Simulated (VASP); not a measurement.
# Ti (Fmmm) in VASP: further runs, part 2 of 2

VASP 6.6.1.

## (3) Single point, PBE

This run uses another cell than the first one: it holds 4 atoms, not 2.

The input, INCAR:

```
SYSTEM = Ti
PREC = Accurate
ENCUT = 520
EDIFF = 1E-6
ISMEAR = 0
SIGMA = 0.1
LREAL = .FALSE.
LASPH = .TRUE.
NELM = 60
ALGO = Fast
ISIF = 2
LWAVE = .FALSE.
LCHARG = .TRUE.
GGA = PE
LELF = .TRUE.
LVHAR = .TRUE.
NBANDS = 32
```

The input, KPOINTS:

```
regular mesh
0
G
  4 4 4
  0 0 0
```

The input, POSCAR:

```
Ti
1.0
    1.8888690802     -4.9090552324      0.0000000000
    1.8888690802      4.9090552324      0.0000000000
    0.0000000000      0.0000000000      4.0295161826
Ti
4
Direct
    0.1502736364      0.8497263636     -0.0000028080
    0.6502736364      0.3497263636      0.5000028080
    0.8497263636      0.1502736364      1.0000028080
    0.3497263636      0.6502736364      0.4999971920
```

Potentials or basis: VASP PAW PBE potentials, release 64 (Ti_sv).

The run is started by

```console
$ cat potpaw_PBE.64/Ti_sv/POTCAR > POTCAR
$ mpirun -np 1 vasp_std > vasp.out
```

OUTCAR:

```text
SYSTEM = Ti
   PREC = Accurate
   ENCUT = 520
   EDIFF = 1E-6
   ISMEAR = 0
   LREAL = .FALSE.
   LASPH = .TRUE.
   NELM = 60
   ISIF = 2
   GGA = PE

 ion  position               nearest neighbor table
   1  0.150  0.850  1.000-   3 2.72   3 2.72   2 2.76   2 2.76   2 2.76   2 2.76   4 2.81   4 2.81

   2  0.650  0.350  0.500-   4 2.72   4 2.72   1 2.76   1 2.76   1 2.76   1 2.76   3 2.81   3 2.81

   3  0.850  0.150  0.000-   1 2.72   1 2.72   4 2.76   4 2.76   4 2.76   4 2.76   2 2.81   2 2.81

   4  0.350  0.650  0.500-   2 2.72   2 2.72   3 2.76   3 2.76   3 2.76   3 2.76   1 2.81   1 2.81

  LATTYP: Found a base centered orthorhombic cell.
 ALAT       =     3.7777381604
 B/A-ratio  =     2.5989388486
 C/A-ratio  =     1.0666478225

  Lattice vectors:

 A1 = (   1.8888690802,  -4.9090552324,   0.0000000000)
 A2 = (   1.8888690802,   4.9090552324,   0.0000000000)
 A3 = (   0.0000000000,   0.0000000000,   4.0295161826)

Analysis of symmetry for initial positions (statically):
=====================================================================
 Subroutine PRICEL returns:
 Original cell was already a primitive cell.

 Routine SETGRP: Setting up the symmetry group for a
 base centered orthorhombic supercell.

 Subroutine GETGRP returns: Found  8 space group operations
 (whereof  4 operations were pure point group operations)
 out of a pool of  8 trial point group operations.

The static configuration has the point symmetry C_2h.
 The point group associated with its full space group is D_2h.

Analysis of symmetry for dynamics (positions and initial velocities):
=====================================================================
 Subroutine PRICEL returns:
 Original cell was already a primitive cell.

 Routine SETGRP: Setting up the symmetry group for a
 base centered orthorhombic supercell.

 Subroutine GETGRP returns: Found  8 space group operations
 (whereof  4 operations were pure point group operations)
 out of a pool of  8 trial point group operations.

The dynamic configuration has the point symmetry C_2h.
 The point group associated with its full space group is D_2h.

 Subroutine INISYM returns: Found  8 space group operations
 (whereof  4 operations are pure point group operations),
 and found     1 'primitive' translations

----------------------------------------------------------------------------------------

                                     Primitive cell

  volume of cell :      74.7279

  direct lattice vectors                    reciprocal lattice vectors
     1.888869080 -4.909055232  0.000000000     0.264708658 -0.101852592  0.000000000
     1.888869080  4.909055232  0.000000000     0.264708658  0.101852592  0.000000000
     0.000000000  0.000000000  4.029516183     0.000000000  0.000000000  0.248168751

  length of vectors
     5.259909664  5.259909664  4.029516183     0.283627616  0.283627616  0.248168751

  position of ions in fractional coordinates (direct lattice)
     0.150273636  0.849726364  0.999997192
     0.650273636  0.349726364  0.500002808
     0.849726364  0.150273636  0.000002808
     0.349726364  0.650273636  0.499997192

  ion indices of the primitive-cell ions
   primitive index   ion index
                 1           1
                 2           2
                 3           3
                 4           4

[... 27 lines left out ...]
            Coordinates               Weight
  0.000000  0.000000  0.000000      1.000000
  0.250000  0.000000  0.000000      4.000000
  0.500000  0.000000  0.000000      2.000000
  0.250000  0.250000  0.000000      2.000000
  0.500000  0.250000  0.000000      4.000000
 -0.250000  0.250000  0.000000      2.000000
[... 13 lines left out ...]
 -0.250000  0.250000  0.500000      2.000000
  0.500000  0.500000  0.500000      1.000000
   k-points           NKPTS =     21   k-points in BZ     NKDIM =     21   number of bands    NBANDS=     32
   number of dos      NEDOS =    301   number of ions     NIONS =      4
   total plane-waves  NPLWV =  48000
   dimension x,y,z NGX =    40 NGY =   40 NGZ =   30
   dimension x,y,z NGXF=    80 NGYF=   80 NGZF=   60
   ions per type =               4
   NGX,Y,Z   is equivalent  to a cutoff of  12.64, 12.64, 12.38 a.u.
   NGXF,Y,Z  is equivalent  to a cutoff of  25.28, 25.28, 24.75 a.u.
 SYSTEM =  Ti
   PREC   = accura    normal or accurate (medium, high low for compatibility)
   ISTART =      0    job   : 0-new  1-cont  2-samecut
   ICHARG =      2    charge: 1-file 2-atom 10-const
   ISPIN  =      1    spin polarized calculation?
   LNONCOLLINEAR =      F non collinear calculations
   LSORBIT =      F    spin-orbit coupling
   LASPH  =      T    aspherical Exc in radial PAW
   ENCUT  =  520.0 eV  38.22 Ry    6.18 a.u.   9.78  9.78  7.49*2*pi/ulx,y,z
   NELM   =     60;   NELMIN=  2; NELMDL= -5     # of ELM steps
   EDIFF  = 0.1E-05   stopping-criterion for ELM
   LREAL  =      F    real-space projection
   EDIFFG = 0.1E-04   stopping-criterion for IOM
   NSW    =      0    number of steps for IOM
   IBRION =     -1    ionic relax: 0-MD 1-quasi-New 2-CG
   NFREE  =      0    steps in history (QN), initial steepest desc. (CG)
   ISIF   =      2    stress and relaxation
   ISYM   =      2    0-nonsym 1-usesym 2-fastsym
   POTIM  = 0.5000    time-step for ionic-motion
   TEBEG  =    0.0;   TEEND  =   0.0 temperature during run
   PSTRESS=    0.0 pullay stress
   NELECT =      48.0000    total number of electrons
   NUPDOWN=      -1.0000    fix difference up-down
   EMIN   =  10.00;   EMAX   =-10.00  energy-range for DOS
   EFERMI =   0.00;   METHOD = LEGACY
   ISMEAR =     0;   SIGMA  =   0.10  broadening in eV -4-tet -1-fermi 0-gaus
   EFERMI_NEDOS =   21; number of points for ismear=-14 and -15
   IALGO  =     68    algorithm
   IMIX   =      4    mixing-type and parameters
     AMIX     =   0.40;   BMIX     =  1.00
     AMIX_MAG =   1.60;   BMIX_MAG =  1.00
  volume/ion in A,a.u.               =      18.68       126.07
  Fermi-wavevector in a.u.,A,eV,Ry     =   1.412519  2.669274 27.146486  1.995210
  Thomas-Fermi vector in A             =   2.534259
   LORBIT       =      0    0 simple, 1 ext, 2 COOP (PROOUT), +10 PAW based schemes
   GGA     = PE    functional components
   LHFCALC =     F    Hartree Fock is set to
   AEXX    =    0.0000 exact exchange contribution
   IVDW    =     0    specifies the selected vdW correction
   LEPSILON=     F    determine dielectric tensor
   LRPA    =     F    only Hartree local field effects (RPA)
 non-spin polarized calculation
 RMM-DIIS sequential band-by-band and
 Gauss-broadening in eV      SIGMA  =   0.10
  energy-cutoff  :      520.00
  volume of cell :       74.73
 maximum number of plane-waves:      2024
   NGX = 19   NGY = 19   NGZ = 15

 number of electron      47.9999999 magnetization

 Free energy of the ion-electron system (eV)
  ---------------------------------------------------
  ext. energy  EPLUGINS =         0.00000000
  ---------------------------------------------------
  free energy    TOTEN  =       -30.49056284 eV

  energy without entropy =      -30.48092568  energy(sigma->0) =      -30.48574426

 E-fermi :   7.4088     XC(G=0): -11.0276

 val. band max:        7.4084886189   @ k =   0.2500   0.2500   0.5000
 cond. band min:       7.4338659965   @ k =  -0.2500   0.2500   0.0000
 fundamental gap:      0.0253773776
 Fermi energy:         7.4087881247

 k-point     1 :       0.0000    0.0000    0.0000
  band No.  band energies     occupation
      1     -49.2948      2.00000
      2     -49.1330      2.00000
      3     -49.0894      2.00000
      4     -49.0481      2.00000
      5     -25.8468      2.00000
      6     -25.7860      2.00000
[... 724 lines left out ...]
     31       9.0600      0.00000
     32       9.0623      0.00000

------------------------ aborting loop because EDIFF is reached ----------------------------------------

  FORCE on cell =-STRESS in cart. coord.  units (eV):
  Direction    XX          YY          ZZ          XY          YZ          ZX
  --------------------------------------------------------------------------------------
  -------------------------------------------------------------------------------------
  Total       -0.1108760     -0.2033962     -0.1216703      0.0000000      0.0000000      0.0000000
  in kB       -2.3771990     -4.3608462     -2.6086305      0.0000000      0.0000000      0.0000000
  external PRESSURE =      -3.1155586 kB  Pullay stress =       0.0000000 kB

 VOLUME and BASIS-vectors are now :
 -----------------------------------------------------------------------------
  energy-cutoff  :      520.00
  volume of cell :       74.73
      direct lattice vectors                 reciprocal lattice vectors
     1.888869080 -4.909055232  0.000000000     0.264708658 -0.101852592  0.000000000
     1.888869080  4.909055232  0.000000000     0.264708658  0.101852592  0.000000000
     0.000000000  0.000000000  4.029516183     0.000000000  0.000000000  0.248168751

 POSITION                                       TOTAL-FORCE (eV/Angst)
 -----------------------------------------------------------------------------------
      1.88887      3.43365      4.02950         0.000000      0.014910      0.000100
      1.88887     -1.47540      2.01477         0.000000      0.014910     -0.000100
      1.88887     -3.43365      0.00001         0.000000     -0.014910     -0.000100
      1.88887      1.47540      2.01475         0.000000     -0.014910      0.000100
 -----------------------------------------------------------------------------------
    total drift:                               -0.000000     -0.000000      0.000000

  FREE ENERGIE OF THE ION-ELECTRON SYSTEM (eV)
  ---------------------------------------------------
  free  energy   TOTEN  =       -30.4905628427 eV

  energy  without entropy=      -30.4809256839  energy(sigma->0) =      -30.48574426
```

Wall time 2.5 min (1 thread of AMD EPYC 9R45 (Zen 5), shared host); peak memory 0.19 GiB.

Results:

```yaml
Free_energy: -30.4906 eV
Pressure: -0.3 GPa
Largest_force: 0.015 eV/Å
Band_gap_on_the_k_mesh: zero (bands 24 and 25 overlap by 0.47 eV)
```

Forces on the atoms (eV/Å):
```
Ti   0.000  0.015  0.000
Ti   0.000  0.015  0.000
Ti   0.000 -0.015  0.000
Ti   0.000 -0.015  0.000
```

Stress tensor (GPa, compression positive):
```
-0.24  0.00  0.00
 0.00 -0.44  0.00
 0.00  0.00 -0.26
```

Levels at points of the mesh, in eV from the Fermi level:
| k point | band 20 | band 21 | band 22 | band 23 | band 24 | band 25 | band 26 | band 27 | band 28 | band 29 |
| --- | --- | --- | --- | --- | --- | --- | --- | --- | --- | --- |
| (0.00, 0.00, 0.00) | -1.87 | -1.59 | -1.38 | -0.62 | -0.27 | -0.10 | 1.06 | 1.63 | 1.72 | 2.06 |
| (0.50, 0.00, 0.00) | -1.26 | -0.66 | -0.66 | -0.62 | -0.62 | 0.51 | 0.51 | 0.95 | 0.95 | 1.46 |
| (0.50, 0.50, 0.00) | -1.83 | -1.55 | -1.47 | -1.28 | -0.92 | 0.14 | 0.51 | 1.29 | 1.56 | 1.63 |
| (0.00, 0.00, 0.50) | -0.99 | -0.82 | -0.82 | -0.31 | -0.31 | 0.94 | 0.94 | 1.30 | 1.34 | 1.38 |
| (0.50, 0.00, 0.50) | -2.01 | -0.74 | -0.74 | -0.01 | -0.01 | 0.48 | 0.48 | 1.17 | 1.17 | 1.52 |
| (0.50, 0.50, 0.50) | -2.15 | -0.97 | -0.97 | -0.44 | -0.44 | 0.57 | 0.57 | 0.58 | 0.58 | 1.52 |

Caveat: the k points lie up to 0.45 Å⁻¹ apart.
